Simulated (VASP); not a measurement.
# Na7Bi in VASP: a series of runs

The runs below take Na7Bi through single point, with PBE.

Everything below comes from runs of VASP 6.6.1. Logs are shortened: lines on timing, memory, paths and dates and some standing lists are left out, and cuts for length are marked.

## Step 1: The cell of the first run

It takes space group Fm-3m (No. 225, cubic). The conventional cell has a = 10.163 Å, b = 10.163 Å, c = 10.163 Å, α = 90.00°, β = 90.00°, γ = 90.00°. Within 4.7 Å of Na (site symmetry mmm) lie 10 Na at 3.59 Å and 2 Bi at 3.59 Å. Na (site symmetry m-3m) has 12 Na at 3.59 Å within 4.7 Å. Within 4.7 Å of Bi (site symmetry m-3m) lie 12 Na at 3.59 Å.

The cell was generated, and may not be a known phase.

## Step 2: Single point, PBE

INCAR reads:

```
SYSTEM = Na7Bi
PREC     = Accurate       ! precision mode
ENCUT    = 520            ! plane-wave cutoff, eV
EDIFF    = 1E-6           ! SCF threshold, eV
ISMEAR   = 0              ! smearing method
SIGMA    = 0.1            ! smearing width, eV
LREAL    = .FALSE.        ! projectors in reciprocal space
LASPH    = .TRUE.         ! aspherical terms in the spheres
NELM     = 60             ! most SCF steps
ALGO     = Normal         ! electronic algorithm
ISIF     = 2              ! what is computed and relaxed
LWAVE    = .FALSE.        ! write WAVECAR
LCHARG   = .TRUE.         ! write CHGCAR
GGA      = PE             ! functional
LELF     = .TRUE.         ! ELF
LVHAR    = .TRUE.       
NBANDS   = 42             ! bands
```

KPOINTS reads:

```
regular mesh
0
G
  4 4 4
  0 0 0
```

POSCAR reads:

```
Na7Bi
1.0
    0.0000000000      5.0813389000      5.0813389000
    5.0813389000      0.0000000000      5.0813389000
    5.0813389000      5.0813389000      0.0000000000
Na Bi
7 1
Direct
    0.5000000000      0.0000000000      0.0000000000
    0.0000000000      0.5000000000      0.5000000000
    0.0000000000      0.5000000000      0.0000000000
    0.5000000000      0.0000000000      0.5000000000
    0.0000000000      0.0000000000      0.5000000000
    0.5000000000      0.5000000000      0.0000000000
    0.5000000000      0.5000000000      0.5000000000
    0.0000000000      0.0000000000      0.0000000000
```

Potentials or basis: VASP PAW PBE potentials, release 64 (Na_pv, Bi_d).

On the command line:

```
> cat potpaw_PBE.64/Na_pv/POTCAR potpaw_PBE.64/Bi_d/POTCAR > POTCAR
> mpirun -np 1 vasp_std > vasp.out
```

OUTCAR:

```text
SYSTEM = Na7Bi
   PREC = Accurate
   ENCUT = 520
   EDIFF = 1E-6
   ISMEAR = 0
   LREAL = .FALSE.
   LASPH = .TRUE.
   NELM = 60
   ISIF = 2
   GGA = PE

 ion  position               nearest neighbor table
   1  0.500  0.000  0.000-
   2  0.000  0.500  0.500-
   3  0.000  0.500  0.000-
   4  0.500  0.000  0.500-
   5  0.000  0.000  0.500-
   6  0.500  0.500  0.000-
   7  0.500  0.500  0.500-
   8  0.000  0.000  0.000-

  LATTYP: Found a face centered cubic cell.
 ALAT       =    10.1626778000

  Lattice vectors:

 A1 = (   0.0000000000,   5.0813389000,   5.0813389000)
 A2 = (   5.0813389000,   0.0000000000,   5.0813389000)
 A3 = (   5.0813389000,   5.0813389000,   0.0000000000)

Analysis of symmetry for initial positions (statically):
=====================================================================
 Subroutine PRICEL returns:
 Original cell was already a primitive cell.

 Routine SETGRP: Setting up the symmetry group for a
 face centered cubic supercell.

 Subroutine GETGRP returns: Found 48 space group operations
 (whereof 48 operations were pure point group operations)
 out of a pool of 48 trial point group operations.

The static configuration has the point symmetry O_h .

Analysis of symmetry for dynamics (positions and initial velocities):
=====================================================================
 Subroutine PRICEL returns:
 Original cell was already a primitive cell.

 Routine SETGRP: Setting up the symmetry group for a
 face centered cubic supercell.

 Subroutine GETGRP returns: Found 48 space group operations
 (whereof 48 operations were pure point group operations)
 out of a pool of 48 trial point group operations.

The dynamic configuration has the point symmetry O_h .

 Subroutine INISYM returns: Found 48 space group operations
 (whereof 48 operations are pure point group operations),
 and found     1 'primitive' translations

----------------------------------------------------------------------------------------

                                     Primitive cell

  volume of cell :     262.4004

  direct lattice vectors                    reciprocal lattice vectors
     0.000000000  5.081338900  5.081338900    -0.098399262  0.098399262  0.098399262
     5.081338900  0.000000000  5.081338900     0.098399262 -0.098399262  0.098399262
     5.081338900  5.081338900  0.000000000     0.098399262  0.098399262 -0.098399262

  length of vectors
     7.186098387  7.186098387  7.186098387     0.170432522  0.170432522  0.170432522

  position of ions in fractional coordinates (direct lattice)
     0.500000000  0.000000000  0.000000000
     0.000000000  0.500000000  0.500000000
     0.000000000  0.500000000  0.000000000
     0.500000000  0.000000000  0.500000000
     0.000000000  0.000000000  0.500000000
     0.500000000  0.500000000  0.000000000
     0.500000000  0.500000000  0.500000000
     0.000000000  0.000000000  0.000000000

  ion indices of the primitive-cell ions
   primitive index   ion index
                 1           1
                 2           2
                 3           3
                 4           4
                 5           5
                 6           6
                 7           7
                 8           8

----------------------------------------------------------------------------------------

 KPOINTS: regular mesh

Automatic generation of k-mesh.
 Grid dimensions read from file:
 generate k-points for:    4    4    4

 Generating k-lattice:

  Cartesian coordinates                     Fractional coordinates (reciprocal lattice)
    -0.024599816  0.024599816  0.024599816     0.250000000  0.000000000  0.000000000
     0.024599816 -0.024599816  0.024599816     0.000000000  0.250000000  0.000000000
     0.024599816  0.024599816 -0.024599816     0.000000000  0.000000000  0.250000000

  Length of vectors
     0.042608130  0.042608130  0.042608130

  Shift w.r.t. Gamma in fractional coordinates (k-lattice)
     0.000000000  0.000000000  0.000000000

 Subroutine IBZKPT returns following result:
 ===========================================

 Found      8 irreducible k-points:

 Following reciprocal coordinates:
            Coordinates               Weight
  0.000000  0.000000  0.000000      1.000000
  0.250000  0.000000  0.000000      8.000000
  0.500000  0.000000  0.000000      4.000000
  0.250000  0.250000  0.000000      6.000000
  0.500000  0.250000  0.000000     24.000000
 -0.250000  0.250000  0.000000     12.000000
  0.500000  0.500000  0.000000      3.000000
 -0.250000  0.500000  0.250000      6.000000
   k-points           NKPTS =      8   k-points in BZ     NKDIM =      8   number of bands    NBANDS=     42
   number of dos      NEDOS =    301   number of ions     NIONS =      8
   total plane-waves  NPLWV = 157464
   dimension x,y,z NGX =    54 NGY =   54 NGZ =   54
   dimension x,y,z NGXF=   108 NGYF=  108 NGZF=  108
   ions per type =               7   1
   NGX,Y,Z   is equivalent  to a cutoff of  12.49, 12.49, 12.49 a.u.
   NGXF,Y,Z  is equivalent  to a cutoff of  24.99, 24.99, 24.99 a.u.
 SYSTEM =  Na7Bi
   PREC   = accura    normal or accurate (medium, high low for compatibility)
   ISTART =      0    job   : 0-new  1-cont  2-samecut
   ICHARG =      2    charge: 1-file 2-atom 10-const
   ISPIN  =      1    spin polarized calculation?
   LNONCOLLINEAR =      F non collinear calculations
   LSORBIT =      F    spin-orbit coupling
   LASPH  =      T    aspherical Exc in radial PAW
   ENCUT  =  520.0 eV  38.22 Ry    6.18 a.u.  13.36 13.36 13.36*2*pi/ulx,y,z
   NELM   =     60;   NELMIN=  2; NELMDL= -5     # of ELM steps
   EDIFF  = 0.1E-05   stopping-criterion for ELM
   LREAL  =      F    real-space projection
   EDIFFG = 0.1E-04   stopping-criterion for IOM
   NSW    =      0    number of steps for IOM
   IBRION =     -1    ionic relax: 0-MD 1-quasi-New 2-CG
   NFREE  =      0    steps in history (QN), initial steepest desc. (CG)
   ISIF   =      2    stress and relaxation
   ISYM   =      2    0-nonsym 1-usesym 2-fastsym
   POTIM  = 0.5000    time-step for ionic-motion
   TEBEG  =    0.0;   TEEND  =   0.0 temperature during run
   PSTRESS=    0.0 pullay stress
   NELECT =      64.0000    total number of electrons
   NUPDOWN=      -1.0000    fix difference up-down
   EMIN   =  10.00;   EMAX   =-10.00  energy-range for DOS
   EFERMI =   0.00;   METHOD = LEGACY
   ISMEAR =     0;   SIGMA  =   0.10  broadening in eV -4-tet -1-fermi 0-gaus
   EFERMI_NEDOS =   21; number of points for ismear=-14 and -15
   IALGO  =     38    algorithm
   IMIX   =      4    mixing-type and parameters
     AMIX     =   0.40;   BMIX     =  1.00
     AMIX_MAG =   1.60;   BMIX_MAG =  1.00
  volume/ion in A,a.u.               =      32.80       221.35
  Fermi-wavevector in a.u.,A,eV,Ry     =   1.022853  1.932912 14.234807  1.046229
  Thomas-Fermi vector in A             =   2.156555
   LORBIT       =      0    0 simple, 1 ext, 2 COOP (PROOUT), +10 PAW based schemes
   GGA     = PE    functional components
   LHFCALC =     F    Hartree Fock is set to
   AEXX    =    0.0000 exact exchange contribution
   IVDW    =     0    specifies the selected vdW correction
   LEPSILON=     F    determine dielectric tensor
   LRPA    =     F    only Hartree local field effects (RPA)
 non-spin polarized calculation
 Gauss-broadening in eV      SIGMA  =   0.10
  energy-cutoff  :      520.00
  volume of cell :      262.40
 maximum number of plane-waves:      7120
 NGX is ok and might be reduce to    54
   NGX = 27   NGY = 27   NGZ = 27

 number of electron      63.9999984 magnetization

 Free energy of the ion-electron system (eV)
  ---------------------------------------------------
  ext. energy  EPLUGINS =         0.00000000
  ---------------------------------------------------
  free energy    TOTEN  =       -13.81651298 eV

  energy without entropy =      -13.78754955  energy(sigma->0) =      -13.80203127

 E-fermi :   1.5051     XC(G=0):  -7.2141

 val. band max:        1.4430651343   @ k =   0.2500   0.2500   0.0000
 cond. band min:       1.5162027857   @ k =   0.2500   0.0000   0.0000
 fundamental gap:      0.0731376513
 Fermi energy:         1.5050953779

 k-point     1 :       0.0000    0.0000    0.0000
  band No.  band energies     occupation
      1     -23.4863      2.00000
      2     -23.4727      2.00000
      3     -23.4727      2.00000
      4     -23.4727      2.00000
      5     -23.4515      2.00000
      6     -23.4515      2.00000
[... 34 lines left out ...]
     41       3.9421      0.00000
     42       7.0381      0.00000

 k-point     2 :       0.2500    0.0000    0.0000
  band No.  band energies     occupation
      1     -23.4820      2.00000
      2     -23.4718      2.00000
      3     -23.4687      2.00000
      4     -23.4687      2.00000
      5     -23.4530      2.00000
      6     -23.4498      2.00000
[... 34 lines left out ...]
     41       5.0004      0.00000
     42       5.1812      0.00000

 k-point     3 :       0.5000    0.0000    0.0000
  band No.  band energies     occupation
      1     -23.4757      2.00000
      2     -23.4721      2.00000
      3     -23.4625      2.00000
      4     -23.4625      2.00000
      5     -23.4552      2.00000
      6     -23.4515      2.00000
[... 34 lines left out ...]
     41       6.1344      0.00000
     42       6.3951      0.00000

 k-point     4 :       0.2500    0.2500    0.0000
  band No.  band energies     occupation
      1     -23.4803      2.00000
      2     -23.4687      2.00000
      3     -23.4687      2.00000
      4     -23.4683      2.00000
      5     -23.4523      2.00000
      6     -23.4504      2.00000
[... 34 lines left out ...]
     41       4.8728      0.00000
     42       5.6679      0.00000

 k-point     5 :       0.5000    0.2500    0.0000
  band No.  band energies     occupation
      1     -23.4733      2.00000
      2     -23.4686      2.00000
      3     -23.4623      2.00000
      4     -23.4619      2.00000
      5     -23.4554      2.00000
      6     -23.4531      2.00000
[... 34 lines left out ...]
     41       5.5616      0.00000
     42       5.8684      0.00000

 k-point     6 :      -0.2500    0.2500    0.0000
  band No.  band energies     occupation
      1     -23.4760      2.00000
      2     -23.4697      2.00000
      3     -23.4650      2.00000
      4     -23.4625      2.00000
      5     -23.4562      2.00000
      6     -23.4513      2.00000
[... 34 lines left out ...]
     41       5.8375      0.00000
     42       6.0041      0.00000

 k-point     7 :       0.5000    0.5000    0.0000
  band No.  band energies     occupation
      1     -23.4709      2.00000
      2     -23.4628      2.00000
      3     -23.4628      2.00000
      4     -23.4615      2.00000
      5     -23.4555      2.00000
      6     -23.4548      2.00000
[... 34 lines left out ...]
     41       5.9144      0.00000
     42       5.9213      0.00000

 k-point     8 :      -0.2500    0.5000    0.2500
  band No.  band energies     occupation
      1     -23.4678      2.00000
      2     -23.4678      2.00000
      3     -23.4619      2.00000
      4     -23.4609      2.00000
      5     -23.4564      2.00000
      6     -23.4538      2.00000
[... 34 lines left out ...]
     41       5.6521      0.00000
     42       5.7786      0.00000

------------------------ aborting loop because EDIFF is reached ----------------------------------------

  FORCE on cell =-STRESS in cart. coord.  units (eV):
  Direction    XX          YY          ZZ          XY          YZ          ZX
  --------------------------------------------------------------------------------------
  -------------------------------------------------------------------------------------
  Total        0.1450411      0.1450411      0.1450411      0.0000000     -0.0000000      0.0000000
  in kB        0.8855990      0.8855990      0.8855990      0.0000000     -0.0000000      0.0000000
  external PRESSURE =       0.8855990 kB  Pullay stress =       0.0000000 kB

 VOLUME and BASIS-vectors are now :
 -----------------------------------------------------------------------------
  energy-cutoff  :      520.00
  volume of cell :      262.40
      direct lattice vectors                 reciprocal lattice vectors
     0.000000000  5.081338900  5.081338900    -0.098399262  0.098399262  0.098399262
     5.081338900  0.000000000  5.081338900     0.098399262 -0.098399262  0.098399262
     5.081338900  5.081338900  0.000000000     0.098399262  0.098399262 -0.098399262

 POSITION                                       TOTAL-FORCE (eV/Angst)
 -----------------------------------------------------------------------------------
      0.00000      2.54067      2.54067         0.000000     -0.000000     -0.000000
      5.08134      2.54067      2.54067         0.000000      0.000000     -0.000000
      2.54067      0.00000      2.54067         0.000000      0.000000     -0.000000
      2.54067      5.08134      2.54067         0.000000      0.000000      0.000000
      2.54067      2.54067      0.00000         0.000000     -0.000000     -0.000000
      2.54067      2.54067      5.08134        -0.000000      0.000000     -0.000000
      5.08134      5.08134      5.08134         0.000000      0.000000     -0.000000
      0.00000      0.00000      0.00000         0.000000     -0.000000     -0.000000
 -----------------------------------------------------------------------------------
    total drift:                               -0.000000      0.000000     -0.000000

  FREE ENERGIE OF THE ION-ELECTRON SYSTEM (eV)
  ---------------------------------------------------
  free  energy   TOTEN  =       -13.8165129769 eV

  energy  without entropy=      -13.7875495538  energy(sigma->0) =      -13.80203127
```

It took 67 s on 1 thread of AMD EPYC 9R45 (Zen 5), shared host; peak memory 0.39 GiB.

Results:

```yaml
Free_energy: -13.8165 eV
Pressure: 0.1 GPa
Band_gap_on_the_k_mesh: zero (bands 32 and 33 overlap by 0.52 eV)
```

Caveat: spin-orbit coupling is left out, which moves the levels of the heavy elements.

(Part 1 of 3 ends here.)

The gap in the log of VASP goes by the Fermi energy; the results here count the filled bands.